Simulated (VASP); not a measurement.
# ZnS (I-4m2) in VASP: notebook

The runs below take ZnS through single point, with PBE.

Everything below comes from runs of VASP 6.6.1. Logs are shortened: lines on timing, memory, paths and dates and some standing lists are left out, and cuts for length are marked.

## Step 1: The cell of the first run

It takes space group I-4m2 (No. 119, tetragonal). Conventional cell: a = 3.849 Å, b = 3.849 Å, c = 4.627 Å, α = 90.00°, β = 90.00°, γ = 90.00°. Within 3.0 Å of Zn (site symmetry -4m2) lie 4 S at 2.25 Å. Within 3.0 Å of S (site symmetry -4m2) lie 4 Zn at 2.25 Å.

## Step 2: Single point, PBE (strain -0.1500 x Voigt [0, 0, 1, 0, 0, 0])

File INCAR:

```
SYSTEM = ZnS
  PREC = Accurate
  ENCUT = 520
  EDIFF = 1E-6
  ISMEAR = 0
  SIGMA = 0.05
  LREAL = .FALSE.
  LASPH = .TRUE.
  NELM = 100
  ALGO = Normal
  ISIF = 2
  LWAVE = .FALSE.
  LCHARG = .TRUE.
  GGA = PE
  LELF = .TRUE.
  LVHAR = .TRUE.
  NBANDS = 16
```

File KPOINTS:

```
Automatic mesh
0
G
  8 8 8
  0 0 0
```

File POSCAR:

```
ZnS
1.0
    0.0000000000      2.7215639840      2.3133293864
    2.7215639840      0.0000000000      2.3133293864
    2.7215639840      2.7215639840      0.0000000000
Zn S
1 1
Direct
    0.0000000000      0.0000000000      0.0000000000
    0.7500000000      0.7500000000      0.7500000000
```

Potentials or basis: VASP PAW PBE potentials, release 64 (Zn, S).

Launch:

```
cat potpaw_PBE.64/Zn/POTCAR potpaw_PBE.64/S/POTCAR > POTCAR
mpirun -np 1 vasp_std > vasp.out
```

OUTCAR:

```text
SYSTEM = ZnS
   PREC = Accurate
   ENCUT = 520
   EDIFF = 1E-6
   ISMEAR = 0
   LREAL = .FALSE.
   LASPH = .TRUE.
   NELM = 100
   ISIF = 2
   GGA = PE

 ion  position               nearest neighbor table
   1  0.000  0.000  0.000-   2 2.25   2 2.25   2 2.25   2 2.25
   2  0.750  0.750  0.750-   1 2.25   1 2.25   1 2.25   1 2.25

  LATTYP: Found a body centered tetragonal cell.
 ALAT       =     3.8488726970
 C/A-ratio  =     1.2020815280

  Lattice vectors:

 A1 = (   0.0000000000,  -2.7215639840,  -2.3133293864)
 A2 = (   0.0000000000,   2.7215639840,  -2.3133293864)
 A3 = (   2.7215639840,   0.0000000000,   2.3133293864)

Analysis of symmetry for initial positions (statically):
=====================================================================
 Subroutine PRICEL returns:
 Original cell was already a primitive cell.

 Routine SETGRP: Setting up the symmetry group for a
 body centered tetragonal supercell.

 Subroutine GETGRP returns: Found  8 space group operations
 (whereof  8 operations were pure point group operations)
 out of a pool of 16 trial point group operations.

The static configuration has the point symmetry D_2d.

Analysis of symmetry for dynamics (positions and initial velocities):
=====================================================================
 Subroutine PRICEL returns:
 Original cell was already a primitive cell.

 Routine SETGRP: Setting up the symmetry group for a
 body centered tetragonal supercell.

 Subroutine GETGRP returns: Found  8 space group operations
 (whereof  8 operations were pure point group operations)
 out of a pool of 16 trial point group operations.

The dynamic configuration has the point symmetry D_2d.

 Subroutine INISYM returns: Found  8 space group operations
 (whereof  8 operations are pure point group operations),
 and found     1 'primitive' translations

----------------------------------------------------------------------------------------

                                     Primitive cell

  volume of cell :      34.2692

  direct lattice vectors                    reciprocal lattice vectors
     0.000000000  2.721563984  2.313329386    -0.183717893  0.183717893  0.216138697
     2.721563984  0.000000000  2.313329386     0.183717893 -0.183717893  0.216138697
     2.721563984  2.721563984  0.000000000     0.183717893  0.183717893 -0.216138697

  length of vectors
     3.571890727  3.571890727  3.848872697     0.337965183  0.337965183  0.337965183

[... 74 lines left out ...]
   ISPIN  =      1    spin polarized calculation?
   LNONCOLLINEAR =      F non collinear calculations
   LSORBIT =      F    spin-orbit coupling
   LASPH  =      T    aspherical Exc in radial PAW
   ENCUT  =  520.0 eV  38.22 Ry    6.18 a.u.   6.64  6.64  7.16*2*pi/ulx,y,z
   NELM   =    100;   NELMIN=  2; NELMDL= -5     # of ELM steps
   EDIFF  = 0.1E-05   stopping-criterion for ELM
   LREAL  =      F    real-space projection
   EDIFFG = 0.1E-04   stopping-criterion for IOM
   NSW    =      0    number of steps for IOM
   IBRION =     -1    ionic relax: 0-MD 1-quasi-New 2-CG
   NFREE  =      0    steps in history (QN), initial steepest desc. (CG)
   ISIF   =      2    stress and relaxation
   ISYM   =      2    0-nonsym 1-usesym 2-fastsym
   POTIM  = 0.5000    time-step for ionic-motion
   TEBEG  =    0.0;   TEEND  =   0.0 temperature during run
   PSTRESS=    0.0 pullay stress
   NELECT =      18.0000    total number of electrons
   NUPDOWN=      -1.0000    fix difference up-down
   EMIN   =  10.00;   EMAX   =-10.00  energy-range for DOS
   EFERMI =   0.00;   METHOD = LEGACY
   ISMEAR =     0;   SIGMA  =   0.05  broadening in eV -4-tet -1-fermi 0-gaus
   EFERMI_NEDOS =   21; number of points for ismear=-14 and -15
   IALGO  =     38    algorithm
   IMIX   =      4    mixing-type and parameters
     AMIX     =   0.40;   BMIX     =  1.00
     AMIX_MAG =   1.60;   BMIX_MAG =  1.00
  volume/ion in A,a.u.               =      17.13       115.63
  Fermi-wavevector in a.u.,A,eV,Ry     =   1.320882  2.496106 23.738496  1.744730
  Thomas-Fermi vector in A             =   2.450676
   LORBIT       =      0    0 simple, 1 ext, 2 COOP (PROOUT), +10 PAW based schemes
   GGA     = PE    functional components
   LHFCALC =     F    Hartree Fock is set to
   AEXX    =    0.0000 exact exchange contribution
   IVDW    =     0    specifies the selected vdW correction
   LEPSILON=     F    determine dielectric tensor
   LRPA    =     F    only Hartree local field effects (RPA)
 non-spin polarized calculation
 Gauss-broadening in eV      SIGMA  =   0.05
  energy-cutoff  :      520.00
  volume of cell :       34.27
 maximum number of plane-waves:       936
   NGX = 13   NGY = 13   NGZ = 15

 number of electron      18.0000011 magnetization

 Free energy of the ion-electron system (eV)
  ---------------------------------------------------
  ext. energy  EPLUGINS =         0.00000000
  ---------------------------------------------------
  free energy    TOTEN  =        -6.53743210 eV

  energy without entropy =       -6.53743210  energy(sigma->0) =       -6.53743210

 E-fermi :   4.0663     XC(G=0): -10.3369

 val. band max:        3.7777512394   @ k =   0.0000   0.0000   0.0000
 cond. band min:       6.0672618516   @ k =   0.5000   0.5000   0.0000
 fundamental gap:      2.2895106122
 Fermi energy:         4.0662787257

 k-point     1 :       0.0000    0.0000    0.0000
  band No.  band energies     occupation
      1     -10.6456      2.00000
      2      -3.4492      2.00000
      3      -3.4492      2.00000
      4      -3.3643      2.00000
      5      -2.8394      2.00000
      6      -2.7575      2.00000
[... 433 lines left out ...]
      3      -3.3309      2.00000
      4      -3.1551      2.00000
      5      -2.8156      2.00000
      6      -2.7381      2.00000
[... 8 lines left out ...]
     15      15.8839      0.00000
     16      17.8789      0.00000

 [... further k-points ...]
[... 5 lines left out ...]
  --------------------------------------------------------------------------------------
  -------------------------------------------------------------------------------------
  Total        3.0605826      3.0605826      3.6982721      0.0000000      0.0000000     -0.0000000
  in kB      143.0902744    143.0902744    172.9039358      0.0000000      0.0000000     -0.0000000
  external PRESSURE =     153.0281615 kB  Pullay stress =       0.0000000 kB

 VOLUME and BASIS-vectors are now :
 -----------------------------------------------------------------------------
  energy-cutoff  :      520.00
  volume of cell :       34.27
      direct lattice vectors                 reciprocal lattice vectors
     0.000000000  2.721563984  2.313329386    -0.183717893  0.183717893  0.216138697
     2.721563984  0.000000000  2.313329386     0.183717893 -0.183717893  0.216138697
     2.721563984  2.721563984  0.000000000     0.183717893  0.183717893 -0.216138697

 POSITION                                       TOTAL-FORCE (eV/Angst)
 -----------------------------------------------------------------------------------
      0.00000      0.00000      0.00000         0.000000      0.000000      0.000000
      4.08235      4.08235      3.46999        -0.000000     -0.000000     -0.000000
 -----------------------------------------------------------------------------------
    total drift:                                0.000000      0.000000      0.000008

  FREE ENERGIE OF THE ION-ELECTRON SYSTEM (eV)
  ---------------------------------------------------
  free  energy   TOTEN  =        -6.5374320975 eV

  energy  without entropy=       -6.5374320975  energy(sigma->0) =       -6.53743210
```

stdout:

```text
POSCAR found type information on POSCAR ZnS
 POSCAR found :  2 types and       2 ions
 scaLAPACK will be used
 LDA part: xc-table for (Slater+PW92), standard interpolation
 POSCAR, INCAR and KPOINTS ok, starting setup
 FFT: planning ... GRIDC
 FFT: planning ... GRID_SOFT
 FFT: planning ... GRID
 WAVECAR not read
 entering main loop
```

It took 25 s on 1 thread of AMD EPYC 7R43 (Zen 3), shared host; peak memory 0.14 GiB.

What came out:

| Quantity | Value |
| --- | --- |
| Free energy | -6.5374 eV |
| Pressure | 15.3 GPa |
| Band gap on the k mesh | 2.29 eV, indirect (least direct gap 2.44 eV) |

Stress tensor (GPa, compression positive):
```
14.31  0.00  0.00
 0.00 14.31  0.00
 0.00  0.00 17.29
```

Levels at points of the mesh, in eV from the valence-band top:
```tsv
k point	band 6	band 7	band 8	band 9	band 10	band 11	band 12	band 13
(0.00, 0.00, 0.00)	-6.54	-0.45	-0.45	0.00	2.44	6.19	6.19	6.28
(0.50, 0.00, 0.00)	-6.41	-6.19	-1.77	-0.91	2.93	5.85	7.90	9.35
(0.50, 0.50, 0.00)	-6.06	-4.64	-3.59	-3.59	2.29	2.62	12.42	12.42
(0.50, 0.00, 0.50)	-6.43	-5.60	-2.79	-2.36	3.22	4.42	10.91	11.45
```

Caveat: the cell differs from its parent crystal (strain -0.1500 x Voigt [0, 0, 1, 0, 0, 0]). A k mesh can miss the band edges.

## Step 3: Single point, PBE (strain -0.1125 x Voigt [0, 0, 1, 0, 0, 0])

File INCAR:

```
SYSTEM = ZnS
ALGO = Normal ; EDIFF = 1E-6
ENCUT = 520 ; GGA = PE
ISIF = 2 ; ISMEAR = 0
LASPH = .TRUE. ; LCHARG = .FALSE.
LREAL = .FALSE. ; LWAVE = .FALSE.
NBANDS = 16 ; NELM = 100
PREC = Accurate ; SIGMA = 0.05
```

File KPOINTS:

```
k-points
0
G
  8 8 8
  0 0 0
```

File POSCAR:

```
ZnS
1.0
    0.0000000000      2.7215639840      2.4153880358
    2.7215639840      0.0000000000      2.4153880358
    2.7215639840      2.7215639840      0.0000000000
Zn S
1 1
Direct
    0.0000000000      0.0000000000      0.0000000000
    0.7500000000      0.7500000000      0.7500000000
```

Potentials or basis: VASP PAW PBE potentials, release 64 (Zn, S).

Launch:

```
cat potpaw_PBE.64/Zn/POTCAR potpaw_PBE.64/S/POTCAR > POTCAR
mpirun -np 1 vasp_std > vasp.out
```

Run time: 25 s. Hardware: 1 thread of AMD EPYC 7R43 (Zen 3), shared host; peak memory 0.14 GiB.

The run converged. Its results:

| Quantity | Value |
| --- | --- |
| Free energy | -6.6783 eV |
| Pressure | 10.5 GPa |
| Band gap on the k mesh | 2.30 eV, direct |

Stress tensor (GPa, compression positive):
```
 9.49  0.00  0.00
 0.00  9.49  0.00
 0.00  0.00 12.52
```

Levels at points of the mesh, in eV from the valence-band top:
```tsv
k point	band 6	band 7	band 8	band 9	band 10	band 11	band 12	band 13
(0.00, 0.00, 0.00)	-6.34	-0.35	-0.35	0.00	2.30	6.19	6.19	6.25
(0.50, 0.00, 0.00)	-6.18	-6.00	-1.54	-0.90	3.07	6.13	7.51	9.12
(0.50, 0.50, 0.00)	-5.95	-4.64	-3.22	-3.22	2.58	3.02	12.24	12.24
(0.50, 0.00, 0.50)	-6.20	-5.34	-2.66	-2.36	3.23	4.29	10.89	11.62
```

Caveat: the cell differs from its parent crystal (strain -0.1125 x Voigt [0, 0, 1, 0, 0, 0]).

## Step 4: Single point, PBE (strain -0.0750 x Voigt [0, 0, 1, 0, 0, 0])

File INCAR:

```
ALGO = Normal ; EDIFF = 1E-6
ENCUT = 520 ; GGA = PE
ISIF = 2 ; ISMEAR = 0
LASPH = True ; LCHARG = True
LELF = True ; LREAL = False
LVHAR = True ; LWAVE = False
NBANDS = 16 ; NELM = 100
PREC = Accurate ; SIGMA = 0.05
```

File KPOINTS:

```
k-points
0
Gamma
  8 8 8
```

File POSCAR:

```
ZnS
1.0
    0.0000000000      2.7215639840      2.5174466852
    2.7215639840      0.0000000000      2.5174466852
    2.7215639840      2.7215639840      0.0000000000
Zn S
1 1
Direct
    0.0000000000      0.0000000000      0.0000000000
    0.7500000000      0.7500000000      0.7500000000
```

Launch:

```
cat potpaw_PBE.64/Zn/POTCAR potpaw_PBE.64/S/POTCAR > POTCAR
mpirun -np 1 vasp_std > vasp.out
```

It took 26 s on 1 thread of AMD EPYC 7R43 (Zen 3), shared host; peak memory 0.14 GiB.

The run converged. Its results:

```
Free energy            : -6.7758 eV
Pressure               : 6.4 GPa
Band gap on the k mesh : 2.19 eV, direct
```

Stress tensor (GPa, compression positive):
```
5.59 0.00 0.00
0.00 5.59 0.00
0.00 0.00 8.04
```

Levels at points of the mesh, in eV from the valence-band top:
| k point | band 7 | band 8 | band 9 | band 10 | band 11 | band 12 |
| --- | --- | --- | --- | --- | --- | --- |
| (0.00, 0.00, 0.00) | -0.24 | -0.24 | 0.00 | 2.19 | 6.24 | 6.24 |
| (0.50, 0.00, 0.00) | -5.77 | -1.31 | -0.89 | 3.18 | 6.40 | 7.22 |
| (0.50, 0.50, 0.00) | -4.61 | -2.85 | -2.85 | 2.87 | 3.39 | 11.82 |
| (0.50, 0.00, 0.50) | -5.06 | -2.50 | -2.32 | 3.28 | 4.19 | 10.88 |

Caveat: the cell differs from its parent crystal (strain -0.0750 x Voigt [0, 0, 1, 0, 0, 0]).

## Step 5: Overview

```tsv
cell	gap on the mesh (eV)	pressure (GPa)
a = 3.572, b = 3.572, c = 3.849 Å, angles 57.4, 57.4, 65.2°, 2 atoms	2.29	15.3
a = 3.639, b = 3.639, c = 3.849 Å, angles 58.1, 58.1, 63.9°, 2 atoms	2.30	10.5
a = 3.707, b = 3.707, c = 3.849 Å, angles 58.7, 58.7, 62.5°, 2 atoms	2.19	6.4
```

Alike in all rows: task single point; level PBE; potentials or basis VASP PAW PBE potentials, release 64 (Zn, S); no spin polarisation; k mesh 8 × 8 × 8; cutoff (eV) 520; smearing gaussian 0.05 eV.

Absolute energies hang on the potentials; compare differences alone.
